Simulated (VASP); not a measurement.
Set up this calculation in VASP 6.6.1, as the native input.

- Task: single point
- Functional: PBE
- Potentials or basis: VASP PAW PBE potentials, release 64 (Ta_pv, S, N)
- Cutoff: 520 eV
- k mesh: 6 × 6 × 6
- Occupations: gaussian, width 0.02 eV
- Spin: no spin polarisation
- Dipole correction: no
- Further INCAR settings: ALGO = Normal; EDIFF = 1e-07; NBANDS = 33

The structure of Ta2SN4 lies in POSCAR:

```
Ta2SN4
1.0
    4.8252644589     -0.0004637243      0.0231304633
   -0.5145279310      4.8012479815     -0.0253560953
   -1.0813415586     -1.1770235054      5.5212630747
Ta S N
2 1 4
Direct
    0.2574511850      0.7762264754      0.5272424399
    0.7719478098      0.2914111768      0.5255243344
    0.9134972654      0.8016854508      0.8584586224
    0.9858932017      0.4673152529      0.3312863236
    0.0233124511      0.0438396682      0.6985629567
    0.4560515385      0.0092117420      0.3598054136
    0.5918474986      0.6103111841      0.6991208496
```

The input as run:

INCAR

```
SYSTEM = Ta2SN4
PREC = Accurate
ENCUT = 520
EDIFF = 1E-7
ISMEAR = 0
SIGMA = 0.02
LREAL = .False.
LASPH = .True.
NELM = 80
ALGO = Normal
ISIF = 2
LWAVE = .False.
LCHARG = .False.
GGA = PE
NBANDS = 33
```

KPOINTS

```
regular mesh
0
Gamma
  6 6 6
  0 0 0
```

Potentials or basis: VASP PAW PBE potentials, release 64 (Ta_pv, S, N).

Run with:

```bash
$ cat potpaw_PBE.64/Ta_pv/POTCAR potpaw_PBE.64/S/POTCAR potpaw_PBE.64/N/POTCAR > POTCAR
$ mpirun -np 1 vasp_std > vasp.out
```

Results of the run:

```yaml
Pressure: 0.3 GPa
Largest_force: 0.144 eV/Å
Band_gap_on_the_k_mesh: 1.84 eV (least direct gap 2.09 eV)
```

Caveat: spin-orbit coupling is left out, which moves the levels of the heavy elements.

Run time: 12 min on 1 thread of Intel Xeon 8259CL, with other jobs on the host, peak memory 0.52 GiB.
